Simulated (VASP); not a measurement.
Crystal: BP.

```
CELL_PARAMETERS angstrom
0.00000 2.26900 2.26900
2.26900 0.00000 2.26900
2.26900 2.26900 0.00000
ATOMIC_POSITIONS crystal
B 0.00000 0.00000 0.00000
P 0.75000 0.75000 0.75000
```

| Item | Value |
| --- | --- |
| Program | VASP 6.6.1 |
| Task | relaxation of cell and atoms |
| Functional | LDA |
| Potentials or basis | VASP PAW LDA potentials, release 64 (B, P) |
| Cutoff | 600 eV |
| k mesh | 18 × 18 × 18 |
| Occupations | fermi-dirac, width 0.1 eV |
| Spin | no spin polarisation |

At the start: pressure -5.3 GPa; volume 11.68 Å³/atom.

Q: How do energy, volume and symmetry change on relaxing?

A: Over 3 steps the energy falls by 6.3 meV/atom and the volume is 11.31 Å³/atom (-3.2 %); space group F-43m (No. 216, to 0.1 Å) before and after.

The path:
```csv
step,energy change (eV),largest force (eV/Å),pressure (GPa),volume (Å³)
1,0.0000,0.0000,-5.32,23.36
2,-0.0051,0.0000,4.50,22.08
3,-0.0126,0.0000,-0.01,22.63
```

Final structure:
```
B P
1.0
     0.00000    2.24485    2.24485
     2.24485    0.00000    2.24485
     2.24485    2.24485    0.00000
B P
1 1
Direct
  0.00000 0.00000 0.00000
  0.75000 0.75000 0.75000
```
